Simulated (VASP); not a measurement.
Set up this calculation in VASP 6.6.1, as the native input.

| Item | Value |
| --- | --- |
| Task | single point |
| Functional | PBE |
| Potentials or basis | VASP PAW PBE potentials, release 64 (Mn_sv, O) |
| Cutoff | 600 eV |
| k mesh | 18 × 18 × 18 |
| Occupations | gaussian, width 0.15 eV |
| Spin | collinear spin, ferromagnetic start |
| Starting moments | [4.46, 0.26] μB |
| Dipole correction | no |
| Further INCAR settings | ALGO = Normal; EDIFF = 1e-06; NBANDS = 22 |

The structure of MnO lies in POSCAR:

```
MnO
1.0
    0.0000000000      2.1109000000      2.2220000000
    2.2220000000      0.0000000000      2.2220000000
    2.2220000000      2.1109000000      0.0000000000
Mn O
1 1
Direct
    0.0000000000      0.0000000000      0.0000000000
    0.5000000000      0.5000000000      0.5000000000
```

This cell differs from its parent crystal: strain -0.0500 x Voigt [0, 1, 0, 0, 0, 0].

These files were run (other wordings do the same):

INCAR

```
ALGO = Normal
EDIFF = 1E-6
ENCUT = 600
GGA = PE
GGA_COMPAT = False
ISIF = 2
ISMEAR = 0
ISPIN = 2
LASPH = True
LCHARG = False
LMAXMIX = 4
LORBIT = 11
LREAL = False
LWAVE = False
MAGMOM = 4.46 0.26
NBANDS = 22
NELM = 200
PREC = Accurate
SIGMA = 0.15
```

KPOINTS

```
k-points
0
Gamma
  18 18 18
```

Potentials or basis: VASP PAW PBE potentials, release 64 (Mn_sv, O).

Command:

```sh
$ cat potpaw_PBE.64/Mn_sv/POTCAR potpaw_PBE.64/O/POTCAR > POTCAR
$ mpirun -np 1 vasp_std > vasp.out
```

Results of the run:

| Quantity | Value |
| --- | --- |
| Pressure | 4.5 GPa |
| Net moment | 4.61 μB per cell |
| Site moments | Mn +4.03; O +0.19 μB |
| Valence electrons inside the program's atomic spheres | Mn 12.84; O 5.00 |

Caveat: the cell differs from its parent crystal (strain -0.0500 x Voigt [0, 1, 0, 0, 0, 0]); the cell stands under pressure; a cell with one magnetic atom can't hold antiferromagnetic order, which such compounds often take.

Run time: 4.5 min on 1 thread of Intel(R) Xeon(R) Platinum 8488C (Sapphire Rapids) (shared host), peak memory 0.47 GiB.
